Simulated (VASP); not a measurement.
Wanted: the native input for a VASP 6.6.1 run.

```
Task                   : single point
Functional             : PBEsol
Potentials or basis    : VASP PAW PBE potentials, release 64 (Ti_sv)
Cutoff                 : 520 eV
k mesh                 : 10 × 10 × 6
Occupations            : methfessel-paxton, width 0.1 eV
Spin                   : no spin polarisation
Dipole correction      : no
Further INCAR settings : ALGO = Normal; EDIFF = 1e-07; NBANDS = 19
```

The structure of Ti lies in POSCAR:

```
Ti
1.0
    3.0172869092      0.0000000000      0.0000000000
   -1.5086434546      2.6130471741      0.0000000000
    0.0000000000      0.0000000000      4.7867466899
Ti
2
Direct
    0.3333333333      0.6666666667      0.2500000000
    0.6666666667      0.3333333333      0.7500000000
```

These files were run (other wordings do the same):

INCAR

```
SYSTEM = Ti
  ALGO = Normal
  EDIFF = 1E-7
  ENCUT = 520
  GGA = PS
  ISIF = 2
  ISMEAR = 1
  LASPH = .TRUE.
  LCHARG = .FALSE.
  LREAL = .FALSE.
  LWAVE = .FALSE.
  NBANDS = 19
  NELM = 80
  PREC = Accurate
  SIGMA = 0.1
```

KPOINTS

```
k-points
0
G
  10 10 6
  0 0 0
```

Potentials or basis: VASP PAW PBE potentials, release 64 (Ti_sv).

Command:

```console
$ cat potpaw_PBE.64/Ti_sv/POTCAR > POTCAR
$ mpirun -np 1 vasp_std > vasp.out
```

It gave:

```
Pressure               : -11.7 GPa
Band gap on the k mesh : zero (band 12 reaches 8.08 eV, above the bottom of band 13 at 7.12 eV)
```

Caveat: the PAW data sets were made with another functional, which shifts forces and pressure a little.

Wall time 18 s on 1 thread of Intel(R) Xeon(R) Platinum 8488C (Sapphire Rapids), on a shared host, peak memory 0.16 GiB.
